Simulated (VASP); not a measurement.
Wanted: the native input for a VASP 6.6.1 run.

```yaml
Task: single point
Functional: PBE
Potentials_or_basis: VASP PAW PBE potentials, release 64 (Zr_sv)
Cutoff: 520 eV
k_mesh: 9 × 9 × 5
Occupations: fermi-dirac, width 0.05 eV
Spin: no spin polarisation
Dipole_correction: no
Further_INCAR_settings: ALGO = Normal; EDIFF = 1e-06; NBANDS = 19
```

The structure of Zr lies in POSCAR:

```
Zr
1.0
    3.2046277184      0.0000000000      0.0000000000
   -1.6023138592      2.7752890138      0.0000000000
    0.0000000000      0.0000000000      5.1534684073
Zr
2
Direct
    0.6666666667      0.3333333333      0.7500000000
    0.3333333333      0.6666666667      0.2500000000
```

These files were run (other wordings do the same):

INCAR

```
SYSTEM = Zr
PREC = Accurate ; ENCUT = 520
EDIFF = 1E-6 ; ISMEAR = -1
SIGMA = 0.05 ; LREAL = .False.
LASPH = .True. ; NELM = 60
ALGO = Normal ; ISIF = 2
LWAVE = .False. ; LCHARG = .True.
GGA = PE ; LELF = .True.
LVHAR = .True. ; NBANDS = 19
```

KPOINTS

```
regular mesh
0
Gamma
  9 9 5
  0 0 0
```

Potentials or basis: VASP PAW PBE potentials, release 64 (Zr_sv).

Command:

```bash
$ cat potpaw_PBE.64/Zr_sv/POTCAR > POTCAR
$ mpirun -np 1 vasp_std > vasp.out
```

It gave:

| Quantity | Value |
| --- | --- |
| Pressure | 2.0 GPa |
| Band gap on the k mesh | zero (bands 12 and 13 overlap by 1.14 eV) |

Wall time 11 s on 1 thread of Intel(R) Xeon(R) 6975P-C (Granite Rapids), with other jobs on the host, peak memory 0.17 GiB.
